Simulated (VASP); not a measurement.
Input of a VASP 6.6.1 run:

File INCAR:

```
PREC = Accurate ; ENCUT = 520
EDIFF = 1E-6 ; ISMEAR = -1
SIGMA = 0.05 ; LREAL = F
LASPH = T ; NELM = 80
ALGO = Normal ; ISIF = 2
LWAVE = F ; LCHARG = F
GGA = PE ; IVDW = 13
NBANDS = 16
```

KPOINTS

```
regular mesh
0
Gamma
  7 7 6
```

The input POSCAR:

```
Se
1.0
    4.0573377779      0.0000000000      0.0000000000
   -2.0286688890      3.5137575874      0.0000000000
    0.0000000000      0.0000000000      5.1335313480
Se
3
Direct
    0.7521035838      0.7521035838      0.0000000000
    0.0000000000      0.2478964162      0.6666666667
    0.2478964162      0.0000000000      0.3333333333
```

Potentials or basis: VASP PAW PBE potentials, release 64 (Se).

Command:

```bash
$ cat potpaw_PBE.64/Se/POTCAR > POTCAR
$ mpirun -np 1 vasp_std > vasp.out
```

What does it give for the pressure?

0.1 GPa.

What does it give for the band gap on the k mesh?

0.92 eV, indirect (least direct gap 1.16 eV).

Estimate the dispersion energy per atom.

-0.394 eV.

What does it give for the largest force?

0.019 eV/Å.

Forces in eV/Å, atoms in the order of the input:
```
Se  -0.010 -0.017  0.000
Se  -0.010  0.017  0.000
Se   0.019  0.000  0.000
```

A k mesh can miss the band edges. Expect the measured gap to be larger: semilocal functionals such as PBE lack the derivative discontinuity.
